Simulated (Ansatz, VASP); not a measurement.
**One calculation of Al2O3, two programs**

Contents of INCAR:

```
PREC     = Accurate       # precision mode
ENCUT    = 520            # plane-wave cutoff, eV
EDIFF    = 1E-6           # SCF threshold, eV
ISMEAR   = 0              # smearing method
SIGMA    = 0.05           # smearing width, eV
LREAL    = F              # projectors in reciprocal space
LASPH    = T              # aspherical terms in the spheres
NELM     = 80             # most SCF steps
ALGO     = Normal         # electronic algorithm
ISIF     = 2              # what is computed and relaxed
LWAVE    = F              # write WAVECAR
LCHARG   = F              # write CHGCAR
GGA      = PE             # functional
IVDW     = 12             # dispersion correction
NBANDS   = 20             # bands
```

File KPOINTS:

```
regular mesh
0
Gamma
  9 9 4
```

The input POSCAR:

```
Al2O3
1.0
    2.7812000000      0.0000000000      0.0000000000
   -1.3906000000      2.4085898530      0.0000000000
    0.0000000000      0.0000000000      6.8585000000
Al O
2 3
Direct
    0.0000000000      0.0000000000      0.1907358529
    0.0000000000      0.0000000000      0.8092641471
    0.3333333333      0.6666666667      0.2840924954
    0.6666666667      0.3333333333      0.0000000000
    0.3333333333      0.6666666667      0.7159075046
```

Input for Ansatz:

```yaml
crystal:
  lattice:
    - [2.7812, 0.0, 0.0]
    - [-1.3906, 2.408589853, 0.0]
    - [0.0, 0.0, 6.8585]
  atoms:
    - { symbol: Al, position: [0.0, 0.0, 0.1907358529] }
    - { symbol: Al, position: [0.0, 0.0, 0.8092641471] }
    - { symbol: O, position: [0.3333333333, 0.6666666667, 0.2840924954] }
    - { symbol: O, position: [0.6666666667, 0.3333333333, 0.0] }
    - { symbol: O, position: [0.3333333333, 0.6666666667, 0.7159075046] }
basis:
  ecutwfc: 520.0
kpoints:
  mp_grid: { grid: [9, 9, 4] }
hamiltonian:
  xc: pbe
  pseudopotentials: { kind: paw, azcp: { folder: soft_1 } }
  dispersion: d3bj
scf:
  occupations: { method: gaussian, width: 0.05 }
output:
  forces: true
  stress: true
  eigenvalues: true
```

Alike in both runs: task single point; functional PBE; dispersion D3(BJ); k mesh 9 × 9 × 4; occupations gaussian, width 0.05 eV; no spin polarisation.

|  | VASP | Ansatz |
| --- | --- | --- |
| version | VASP 6.6.1 | Ansatz 0.2.0 |
| potentials or method | VASP PAW PBE potentials, release 64 (Al, O), cutoff 520 eV | scalar-relativistic, plane waves, PAW |
| valence electrons in the cell | 24 | 24 |

Ansatz gave:

| Property | Result |
| --- | --- |
| gap on the k mesh at the Fermi level (eV) | 5.32 |
| least direct gap on the mesh (eV) | 5.47 |
| pressure (GPa) | 26.6 |
| traceless stress, the component that is largest in VASP (GPa) | -0.96 |
| rms of the force components (eV/Å) | 0.615 |

Task: Which values does VASP return?

Result: gap on the k mesh at the Fermi level (eV): 5.30; least direct gap on the mesh (eV): 5.45; pressure (GPa): 26.9; traceless stress, the component that is largest in VASP (GPa): -1.39; rms of the force components (eV/Å): 0.608.

Atom by atom the forces differ by 0.017 eV/Å (rms over components).
